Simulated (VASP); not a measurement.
# Ti2Al6H in VASP: single point with PBE+D3(BJ)

Aim: the single point of Ti2Al6H with PBE+D3(BJ).

Everything below comes from runs of VASP 6.6.1. Logs are shortened: lines on timing, memory, paths and dates and some standing lists are left out, and cuts for length are marked.

## Step 1: The cell of the first run

The cell holds a slab with vacuum, 9 atoms: a = 5.024 Å, b = 5.024 Å, c = 21.219 Å, α = 90.00°, β = 90.00°, γ = 64.55°.

## Step 2: Single point, PBE+D3(BJ)

Input file INCAR:

```
ALGO = Normal ; DIPOL = 0.5 0.5 0.308
EDIFF = 1E-7 ; ENCUT = 520
GGA = PE ; IDIPOL = 3
ISIF = 2 ; ISMEAR = 0
IVDW = 12 ; LASPH = T
LCHARG = F ; LDIPOL = T
LREAL = F ; LWAVE = F
NBANDS = 32 ; NELM = 60
PREC = Accurate ; SIGMA = 0.1
```

Input file KPOINTS:

```
k-points
0
Gamma
  6 6 1
```

Input file POSCAR:

```
Ti2Al6H
1.0
    5.0241861190      0.0000000000      0.0000000000
    2.1588814530      4.5367033218      0.0000000000
    0.0000000000      0.0000000000     21.2187109014
Al Ti H
6 2 1
Direct
    0.5000000000      0.0000000000      0.1885128658
    0.0000000000      0.5000000000      0.1885128658
    0.0000000000      0.0000000000      0.2517328341
    0.0000000000      0.5000000000      0.3193548961
    0.5000000000      0.0000000000      0.3193548961
    0.5000000000      0.5000000000      0.3826203646
    0.5000000000      0.5000000000      0.2517328341
    0.0000000000      0.0000000000      0.3797002555
    0.5000000000      0.8333333333      0.4863024408
```

Potentials or basis: VASP PAW PBE potentials, release 64 (Al, Ti_sv, H).

Started as:

```bash
cat potpaw_PBE.64/Al/POTCAR potpaw_PBE.64/Ti_sv/POTCAR potpaw_PBE.64/H/POTCAR > POTCAR
mpirun -np 1 vasp_std > vasp.out
```

OUTCAR:

```text
EDIFF = 1E-7
   ENCUT = 520
   GGA = PE
   ISIF = 2
   ISMEAR = 0
   IVDW = 12
   LASPH = T
   LREAL = F
   NELM = 60
   PREC = Accurate
 IVDW          = 12

 ion  position               nearest neighbor table
   1  0.500  0.000  0.189-   2 2.68   2 2.68   5 2.78   7 2.85   7 2.85   3 2.85   3 2.85
   2  0.000  0.500  0.189-   1 2.68   1 2.68   4 2.78   3 2.85   3 2.85   7 2.85   7 2.85
   3  0.000  0.000  0.252-   7 2.68   7 2.68   8 2.72   2 2.85   2 2.85   1 2.85   1 2.85   4 2.89
                             4 2.89   5 2.89   5 2.89
   4  0.000  0.500  0.319-   5 2.68   5 2.68   2 2.78   8 2.82   8 2.82   6 2.85   6 2.85   3 2.89
                             3 2.89   7 2.89   7 2.89
   5  0.500  0.000  0.319-   4 2.68   4 2.68   1 2.78   8 2.82   8 2.82   6 2.85   6 2.85   7 2.89
                             7 2.89   3 2.89   3 2.89
   6  0.500  0.500  0.383-   8 2.68   8 2.68   7 2.78   5 2.85   5 2.85   4 2.85   4 2.85
   7  0.500  0.500  0.252-   3 2.68   3 2.68   6 2.78   1 2.85   1 2.85   2 2.85   2 2.85   5 2.89
                             5 2.89   4 2.89   4 2.89
   8  0.000  0.000  0.380-   6 2.68   6 2.68   3 2.72   4 2.82   4 2.82   5 2.82   5 2.82
   9  0.500  0.833  0.486-

  LATTYP: Found a base centered orthorhombic cell.
 ALAT       =     5.3657849248
 B/A-ratio  =     1.5833231892
 C/A-ratio  =     3.9544467769

  Lattice vectors:

 A1 = (  -2.1588814530,  -4.5367033218,   0.0000000000)
 A2 = (   5.0241861190,   0.0000000000,   0.0000000000)
 A3 = (   0.0000000000,   0.0000000000,  21.2187109014)

Analysis of symmetry for initial positions (statically):
=====================================================================
 Subroutine PRICEL returns:
 Original cell was already a primitive cell.

 Routine SETGRP: Setting up the symmetry group for a
 base centered orthorhombic supercell.

 Subroutine GETGRP returns: Found  1 space group operations
 (whereof  1 operations were pure point group operations)
 out of a pool of  8 trial point group operations.

The static configuration has the point symmetry C_1 .

Analysis of symmetry for dynamics (positions and initial velocities):
=====================================================================
 Subroutine PRICEL returns:
 Original cell was already a primitive cell.

 Routine SETGRP: Setting up the symmetry group for a
 base centered orthorhombic supercell.

 Subroutine GETGRP returns: Found  1 space group operations
 (whereof  1 operations were pure point group operations)
 out of a pool of  8 trial point group operations.

The dynamic configuration has the point symmetry C_1 .

 Subroutine INISYM returns: Found  1 space group operations
 (whereof  1 operations are pure point group operations),
 and found     1 'primitive' translations

----------------------------------------------------------------------------------------

                                     Primitive cell

  volume of cell :     483.6432

  direct lattice vectors                    reciprocal lattice vectors
     5.024186119  0.000000000  0.000000000     0.199037212 -0.094715858  0.000000000
     2.158881453  4.536703322  0.000000000     0.000000000  0.220424376  0.000000000
     0.000000000  0.000000000 21.218710901     0.000000000  0.000000000  0.047128216

  length of vectors
     5.024186119  5.024186119 21.218710901     0.220424376  0.220424376  0.047128216

  position of ions in fractional coordinates (direct lattice)
     0.500000000  0.000000000  0.188512866
     1.000000000  0.500000000  0.188512866
     0.000000000  0.000000000  0.251732834
     1.000000000  0.500000000  0.319354896
     0.500000000  0.000000000  0.319354896
     0.500000000  0.500000000  0.382620365
     0.500000000  0.500000000  0.251732834
     0.000000000  0.000000000  0.379700255
     0.500000000  0.833333333  0.486302441

  ion indices of the primitive-cell ions
   primitive index   ion index
                 1           1
                 2           2
                 3           3
                 4           4
                 5           5
                 6           6
                 7           7
                 8           8
                 9           9

----------------------------------------------------------------------------------------

 KPOINTS: k-points

Automatic generation of k-mesh.
 Grid dimensions read from file:
 generate k-points for:    6    6    1

 Generating k-lattice:

  Cartesian coordinates                     Fractional coordinates (reciprocal lattice)
     0.033172869 -0.015785976  0.000000000     0.166666667 -0.000000000  0.000000000
     0.000000000  0.036737396  0.000000000     0.000000000  0.166666667  0.000000000
     0.000000000  0.000000000  0.047128216     0.000000000  0.000000000  1.000000000

  Length of vectors
     0.036737396  0.036737396  0.047128216

  Shift w.r.t. Gamma in fractional coordinates (k-lattice)
     0.000000000  0.000000000  0.000000000

 Subroutine IBZKPT returns following result:
 ===========================================

 Found     20 irreducible k-points:

 Following reciprocal coordinates:
            Coordinates               Weight
  0.000000  0.000000  0.000000      1.000000
  0.166667  0.000000  0.000000      2.000000
  0.000000 -0.166667  0.000000      2.000000
  0.333333  0.000000  0.000000      2.000000
  0.000000 -0.333333  0.000000      2.000000
  0.500000  0.000000  0.000000      1.000000
[... 12 lines left out ...]
 -0.333333  0.333333  0.000000      2.000000
  0.500000  0.500000  0.000000      1.000000
   k-points           NKPTS =     20   k-points in BZ     NKDIM =     20   number of bands    NBANDS=     32
   number of dos      NEDOS =    301   number of ions     NIONS =      9
   total plane-waves  NPLWV = 256000
   dimension x,y,z NGX =    40 NGY =   40 NGZ =  160
   dimension x,y,z NGXF=    80 NGYF=   80 NGZF=  320
   ions per type =               6   2   1
   NGX,Y,Z   is equivalent  to a cutoff of  13.24, 13.24, 12.54 a.u.
   NGXF,Y,Z  is equivalent  to a cutoff of  26.47, 26.47, 25.07 a.u.
 SYSTEM =  unknown system
   PREC   = accura    normal or accurate (medium, high low for compatibility)
   ISTART =      0    job   : 0-new  1-cont  2-samecut
   ICHARG =      2    charge: 1-file 2-atom 10-const
   ISPIN  =      1    spin polarized calculation?
   LNONCOLLINEAR =      F non collinear calculations
   LSORBIT =      F    spin-orbit coupling
   LASPH  =      T    aspherical Exc in radial PAW
   ENCUT  =  520.0 eV  38.22 Ry    6.18 a.u.   9.34  9.34 39.45*2*pi/ulx,y,z
   NELM   =     60;   NELMIN=  2; NELMDL= -5     # of ELM steps
   EDIFF  = 0.1E-06   stopping-criterion for ELM
   LREAL  =      F    real-space projection
   EDIFFG = 0.1E-05   stopping-criterion for IOM
   NSW    =      0    number of steps for IOM
   IBRION =     -1    ionic relax: 0-MD 1-quasi-New 2-CG
   NFREE  =      0    steps in history (QN), initial steepest desc. (CG)
   ISIF   =      2    stress and relaxation
   ISYM   =      2    0-nonsym 1-usesym 2-fastsym
   POTIM  = 0.5000    time-step for ionic-motion
   TEBEG  =    0.0;   TEEND  =   0.0 temperature during run
   PSTRESS=    0.0 pullay stress
   NELECT =      43.0000    total number of electrons
   NUPDOWN=      -1.0000    fix difference up-down
   EMIN   =  10.00;   EMAX   =-10.00  energy-range for DOS
   EFERMI =   0.00;   METHOD = LEGACY
   ISMEAR =     0;   SIGMA  =   0.10  broadening in eV -4-tet -1-fermi 0-gaus
   EFERMI_NEDOS =   21; number of points for ismear=-14 and -15
   IALGO  =     38    algorithm
   IMIX   =      4    mixing-type and parameters
     AMIX     =   0.40;   BMIX     =  1.00
     AMIX_MAG =   1.60;   BMIX_MAG =  1.00
  volume/ion in A,a.u.               =      53.74       362.64
  Fermi-wavevector in a.u.,A,eV,Ry     =   0.730672  1.380770  7.263905  0.533882
  Thomas-Fermi vector in A             =   1.822700
   LORBIT       =      0    0 simple, 1 ext, 2 COOP (PROOUT), +10 PAW based schemes
   GGA     = PE    functional components
   LHFCALC =     F    Hartree Fock is set to
   AEXX    =    0.0000 exact exchange contribution
   IVDW    =    12    specifies the selected vdW correction
   LEPSILON=     F    determine dielectric tensor
   LRPA    =     F    only Hartree local field effects (RPA)
 non-spin polarized calculation
 Gauss-broadening in eV      SIGMA  =   0.10
  energy-cutoff  :      520.00
  volume of cell :      483.64
 maximum number of plane-waves:     13072
 NGX is ok and might be reduce to    40
   NGX = 19   NGY = 19   NGZ = 79

 dipolmoment           0.000000      0.000000     -0.031539 electrons x Angstroem

 number of electron      43.0000009 magnetization

 dipolmoment           0.000000      0.000000      0.159683 electrons x Angstroem

 Free energy of the ion-electron system (eV)
  ---------------------------------------------------
  ext. energy  EPLUGINS =         0.00000000
  ---------------------------------------------------
  free energy    TOTEN  =       -37.86657498 eV

  energy without entropy =      -37.83729292  energy(sigma->0) =      -37.85193395

 E-fermi :  -1.2285     XC(G=0):  -3.9773

 val. band max:       -1.2455950635   @ k =   0.0000   0.5000   0.0000
 cond. band min:      -1.2160876297   @ k =  -0.1667  -0.3333   0.0000
 fundamental gap:      0.0295074337
 Fermi energy:        -1.2284816395

 k-point     1 :       0.0000    0.0000    0.0000
  band No.  band energies     occupation
      1     -58.2275      2.00000
      2     -57.8475      2.00000
      3     -34.6461      2.00000
      4     -34.4984      2.00000
      5     -34.3751      2.00000
      6     -34.2744      2.00000
[... 24 lines left out ...]
     31       1.3859      0.00000
     32       1.6022      0.00000
[... 634 lines left out ...]
      2     -57.8475      2.00000
      3     -34.6459      2.00000
      4     -34.4995      2.00000
      5     -34.3755      2.00000
      6     -34.2741      2.00000
[... 24 lines left out ...]
     31       1.9613      0.00000
     32       2.1725      0.00000

------------------------ aborting loop because EDIFF is reached ----------------------------------------

 vacuum level on the upper side and lower side of the slab       (xc-potential included)         0.600        -0.643

 Edisp (eV)   -2.05345

 E8    (eV) :    -0.9743

  FORCE on cell =-STRESS in cart. coord.  units (eV):
  Direction    XX          YY          ZZ          XY          YZ          ZX
  --------------------------------------------------------------------------------------
  -------------------------------------------------------------------------------------
  Total      -5.45008    -3.21422    -4.76409    -1.93207    -0.71663    -1.06184
  in kB     -18.05463   -10.64782   -15.78214    -6.40043    -2.37400    -3.51758
  external pressure =      -14.83 kB  Pullay stress =        0.00 kB

 VOLUME and BASIS-vectors are now :
 -----------------------------------------------------------------------------
  energy-cutoff  :      520.00
  volume of cell :      483.64
      direct lattice vectors                 reciprocal lattice vectors
     5.024186119  0.000000000  0.000000000     0.199037212 -0.094715858  0.000000000
     2.158881453  4.536703322  0.000000000     0.000000000  0.220424376  0.000000000
     0.000000000  0.000000000 21.218710901     0.000000000  0.000000000  0.047128216

 POSITION                                       TOTAL-FORCE (eV/Angst)
 -----------------------------------------------------------------------------------
      2.51209      0.00000      4.00000         0.011861     -0.089259      0.510527
      1.07944      2.26835      4.00000        -0.067745      0.030872      0.540365
      0.00000      0.00000      5.34145        -0.024673      0.031879     -0.555722
      1.07944      2.26835      6.77630         0.082184     -0.017085      0.078088
      2.51209      0.00000      6.77630         0.005746      0.037556     -0.201562
      3.59153      2.26835      8.11871         0.137809      0.246009      0.557963
      3.59153      2.26835      5.34145         0.052519      0.107113     -0.318379
      0.00000      0.00000      8.05675         0.292521     -0.097247      0.728833
      4.31116      3.78059     10.31871        -0.490222     -0.249837     -1.340113
 -----------------------------------------------------------------------------------
    total drift:                               -0.000033     -0.000015     -0.000212

  FREE ENERGIE OF THE ION-ELECTRON SYSTEM (eV)
  ---------------------------------------------------
  free  energy   TOTEN  =       -39.9200219548 eV

  energy  without entropy=      -39.8907398899  energy(sigma->0) =      -39.90538092

 vacuum level on the upper side and lower side of the slab         4.199         2.925
```

Run time: 24 min. Hardware: 1 thread of Intel Xeon 8259CL, shared host; peak memory 0.7 GiB.

Results:

```yaml
Free_energy: -39.9200 eV
Largest_force: 1.449 eV/Å
Band_gap_on_the_k_mesh: zero (an odd number of electrons rules out a gap without spin polarisation)
Dispersion_energy_per_atom: -0.228 eV
```

Forces on the atoms (eV/Å):
```
Al   0.012 -0.089  0.511
Al  -0.068  0.031  0.540
Al  -0.025  0.032 -0.556
Al   0.082 -0.017  0.078
Al   0.006  0.038 -0.202
Al   0.138  0.246  0.558
Ti   0.053  0.107 -0.318
Ti   0.293 -0.097  0.729
H   -0.490 -0.250 -1.340
```

Levels at points of the mesh, in eV from the Fermi level:
| k point | band 17 | band 18 | band 19 | band 20 | band 21 | band 22 | band 23 | band 24 | band 25 | band 26 |
| --- | --- | --- | --- | --- | --- | --- | --- | --- | --- | --- |
| (0.00, 0.00, 0.00) | -1.59 | -1.15 | -1.13 | -1.06 | -0.47 | -0.23 | -0.18 | 0.61 | 0.93 | 1.73 |
| (0.50, 0.00, 0.00) | -1.50 | -1.23 | -0.66 | -0.31 | -0.11 | 0.21 | 0.37 | 0.77 | 0.98 | 1.18 |
| (0.00, 0.50, 0.00) | -1.61 | -1.00 | -0.65 | -0.33 | -0.15 | -0.02 | 0.30 | 0.77 | 0.91 | 1.15 |
| (0.50, 0.50, 0.00) | -1.99 | -1.18 | -0.61 | -0.38 | 0.13 | 0.25 | 0.51 | 0.60 | 0.76 | 0.90 |
